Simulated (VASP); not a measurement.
# RbBr (Fm-3m) in VASP: settings compared, part 2 of 2

VASP 6.6.1. Earlier steps stand in the parts before.

## Step 3: Relaxation of cell and atoms, LDA

The input, INCAR:

```
PREC = Accurate
ENCUT = 600
EDIFF = 1E-6
ISMEAR = -1
SIGMA = 0.02
LREAL = False
LASPH = True
NELM = 80
ALGO = Normal
ISIF = 3
LWAVE = False
LCHARG = False
IBRION = 2
NSW = 80
EDIFFG = -0.005
```

The input, KPOINTS:

```
Automatic mesh
0
Gamma
  6 6 6
```

The input, POSCAR:

```
RbBr
1.0
    0.0000000000      3.5064331675      3.5064331675
    3.5064331675      0.0000000000      3.5064331675
    3.5064331675      3.5064331675      0.0000000000
Rb Br
1 1
Direct
    0.0000000000      0.0000000000      0.0000000000
    0.5000000000      0.5000000000      0.5000000000
```

Potentials or basis: VASP PAW LDA potentials, release 64 (Rb_sv, Br).

Run with:

```console
> cat potpaw_LDA.64/Rb_sv/POTCAR potpaw_LDA.64/Br/POTCAR > POTCAR
> mpirun -np 1 vasp_std > vasp.out
```

OUTCAR:

```text
PREC = Accurate
   ENCUT = 600
   EDIFF = 1E-6
   ISMEAR = -1
   LREAL = False
   LASPH = True
   NELM = 80
   ISIF = 3
   IBRION = 2
   NSW = 80
   EDIFFG = -0.005

 ion  position               nearest neighbor table
   1  0.000  0.000  0.000-   2 3.51   2 3.51   2 3.51   2 3.51   2 3.51   2 3.51
   2  0.500  0.500  0.500-   1 3.51   1 3.51   1 3.51   1 3.51   1 3.51   1 3.51

  LATTYP: Found a face centered cubic cell.
 ALAT       =     7.0128663350

  Lattice vectors:

 A1 = (   0.0000000000,   3.5064331675,   3.5064331675)
 A2 = (   3.5064331675,   0.0000000000,   3.5064331675)
 A3 = (   3.5064331675,   3.5064331675,   0.0000000000)

Analysis of symmetry for initial positions (statically):
=====================================================================
 Subroutine PRICEL returns:
 Original cell was already a primitive cell.

 Routine SETGRP: Setting up the symmetry group for a
 face centered cubic supercell.

 Subroutine GETGRP returns: Found 48 space group operations
 (whereof 48 operations were pure point group operations)
 out of a pool of 48 trial point group operations.

The static configuration has the point symmetry O_h .

Analysis of symmetry for dynamics (positions and initial velocities):
[... 146 lines left out ...]
  ext. energy  EPLUGINS =         0.00000000
  ---------------------------------------------------
  free energy    TOTEN  =        -6.63902597 eV

  energy without entropy =       -6.63902597  energy(sigma->0) =       -6.63902597

------------------------ aborting loop because EDIFF is reached ----------------------------------------

  FORCE on cell =-STRESS in cart. coord.  units (eV):
  Direction    XX          YY          ZZ          XY          YZ          ZX
  --------------------------------------------------------------------------------------
  -------------------------------------------------------------------------------------
  Total       -0.9994973     -0.9994973     -0.9994973      0.0000000      0.0000000      0.0000000
  in kB      -18.5722933    -18.5722933    -18.5722933      0.0000000      0.0000000      0.0000000
  external PRESSURE =     -18.5722933 kB  Pullay stress =       0.0000000 kB
[... 95 lines left out ...]
--------------------------------------- Ionic step        4  -------------------------------------------

 number of electron      15.9999999 magnetization

 Free energy of the ion-electron system (eV)
  ---------------------------------------------------
  ext. energy  EPLUGINS =         0.00000000
  ---------------------------------------------------
  free energy    TOTEN  =        -6.71923225 eV

  energy without entropy =       -6.71923225  energy(sigma->0) =       -6.71923225

 E-fermi :  -1.2037     XC(G=0):  -8.0606

 val. band max:       -1.6205520397   @ k =   0.0000   0.0000   0.0000
 cond. band min:       2.5421557690   @ k =   0.0000   0.0000   0.0000
 fundamental gap:      4.1627078088
 Fermi energy:        -1.2036772181

 k-point     1 :       0.0000    0.0000    0.0000
  band No.  band energies     occupation
      1     -25.7397      2.00000
      2     -13.9193      2.00000
      3      -9.8908      2.00000
      4      -9.8908      2.00000
      5      -9.8908      2.00000
      6      -1.6206      2.00000
      7      -1.6206      2.00000
      8      -1.6206      2.00000
      9       2.5422      0.00000
     10       5.4113      0.00000
     11       5.4113      0.00000
     12       5.4113      0.00000
[... 252 lines left out ...]
  FREE ENERGIE OF THE ION-ELECTRON SYSTEM (eV)
  ---------------------------------------------------
  free  energy   TOTEN  =        -6.7192322471 eV

  energy  without entropy=       -6.7192322471  energy(sigma->0) =       -6.71923225

 reached required accuracy - stopping structural energy minimisation
```

CONTCAR:

```text
RbBr
   1.00000000000000
     0.0000000000000000    3.3360772483033689    3.3360772483033689
     3.3360772483033689    0.0000000000000000    3.3360772483033689
     3.3360772483033689    3.3360772483033689    0.0000000000000000
  Rb              Br
     1     1
Direct
     0.0000000000000000    1.0000000000000000    0.0000000000000000
     0.5000000000000000    0.5000000000000000    0.5000000000000000

  0.00000000E+00  0.00000000E+00  0.00000000E+00
  0.00000000E+00  0.00000000E+00  0.00000000E+00
```

It took 20 s on 1 thread of Intel Xeon 6975P-C (Granite Rapids), shared host; peak memory 0.21 GiB.

What came out:

| Quantity | Value |
| --- | --- |
| Free energy | -6.7192 eV |
| Relaxed volume | 37.13 Å³/atom |
| Relaxed cell | a = 4.718 Å, b = 4.718 Å, c = 4.718 Å, α = 60.00°, β = 60.00°, γ = 60.00° |
| Space group after relaxing (to 0.1 Å) | Fm-3m (No. 225) |
| Energy gained by relaxing | 40.1 meV/atom |
| Ionic steps | 4 |
| Pressure after relaxing | 0.0 GPa |
| Band gap on the k mesh | 4.16 eV |

The path:
```csv
step,energy change (eV),largest force (eV/Å),pressure (GPa),volume (Å³)
1,0.0000,0.0000,-1.86,86.22
2,-0.0581,0.0000,-1.15,80.14
3,-0.0801,0.0000,-0.09,74.70
4,-0.0802,0.0000,0.02,74.26
```

Final structure:
```cif
data_structure
_symmetry_space_group_name_H-M 'P 1'
_symmetry_Int_Tables_number 1
_cell_length_a 4.7179
_cell_length_b 4.7179
_cell_length_c 4.7179
_cell_angle_alpha 60.000
_cell_angle_beta 60.000
_cell_angle_gamma 60.000
_cell_volume 74.26
loop_
_atom_site_label
_atom_site_type_symbol
_atom_site_fract_x
_atom_site_fract_y
_atom_site_fract_z
_atom_site_occupancy
Rb1 Rb 0.00000 0.00000 0.00000 1
Br1 Br 0.50000 0.50000 0.50000 1
```

Levels at points of the mesh, in eV from the valence-band top:
```csv
k point,band 6,band 7,band 8,band 9,band 10,band 11
"(0.00, 0.00, 0.00)",0.00,0.00,0.00,4.16,7.03,7.03
"(0.50, 0.00, 0.00)",-1.21,-0.46,-0.46,6.67,7.68,9.50
"(0.50, 0.50, 0.00)",-0.51,-0.17,-0.17,5.19,7.11,9.21
```
